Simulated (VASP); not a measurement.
Runs of VASP 6.6.1 on Ca. The structure is that of space group Fm-3m (No. 225), or close to it. The cells are those of the table. 

| task | cell | k mesh | cutoff (eV) | gap on the mesh (eV) | pressure (GPa) | relaxed volume (Å³/atom) |
| --- | --- | --- | --- | --- | --- | --- |
| single point | a = 3.907 Å, angles 60.0°, 1 atom | 14 × 14 × 14 | 520 | none | 0.0 | - |
| single point | a = 3.870 Å, angles 60.0°, 1 atom | 8 × 8 × 8 | 520 | none | 0.5 | - |
| relaxation of cell and atoms | relaxed from a = 3.128 Å, angles 60.0°, 1 atom | 8 × 8 × 8 | 600 | none | -0.1 | 42.39 |
| relaxation of cell and atoms | relaxed from a = 3.870 Å, angles 60.0°, 1 atom | 14 × 14 × 14 | 600 | none | 0.0 | 42.28 |
| single point | a = 3.128 Å, angles 60.0°, 1 atom | 8 × 8 × 8 | 520 | none | (a) | - |

Alike in all rows: level PBE; potentials or basis VASP PAW PBE potentials, release 64 (Ca_sv); no spin polarisation; smearing gaussian 0.1 eV.

Estimate the missing entries.

(a) 31.7.

Caveats: the volume moved by over 15 % at a fixed basis, so the end points are rough (some runs).

A gap of «none» marks levels without a gap at the run's occupations.
